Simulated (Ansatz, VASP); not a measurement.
## Nb: VASP beside Ansatz

```
CELL_PARAMETERS angstrom
0.00000 2.11500 2.08327
2.11500 0.00000 2.08327
2.11500 2.11500 0.00000
ATOMIC_POSITIONS crystal
Nb 0.00000 0.00000 0.00000
```

Change from the starting cell: strain -0.0150 x Voigt [0, 0, 1, 0, 0, 0], atoms carried along.

Alike in both runs: task single point; functional PBEsol; k mesh 20 × 20 × 20; occupations gaussian, width 0.15 eV; no spin polarisation.

```csv
,VASP,Ansatz
version,VASP 6.6.1,Ansatz 0.2.0
potentials or method,"VASP PAW PBE potentials, release 64 (Nb_sv), cutoff 520 eV","scalar-relativistic, plane waves, PAW"
valence electrons in the cell,13,13
```

|  | VASP | Ansatz | Ansatz less VASP |
| --- | --- | --- | --- |
| gap on the k mesh at the Fermi level (eV) | none | none | - |
| pressure (GPa) | -5.1 | -4.6 | +0.43 |
| traceless stress, the component that is largest in VASP (GPa) | -2.87 | -2.88 | -0.014 |

VASP's potentials were made for PBE, not for PBEsol. A gap of «none» marks a metal or a gap that the smearing closes. The functional is the same, so the differences come from potentials, cutoffs and numerics.
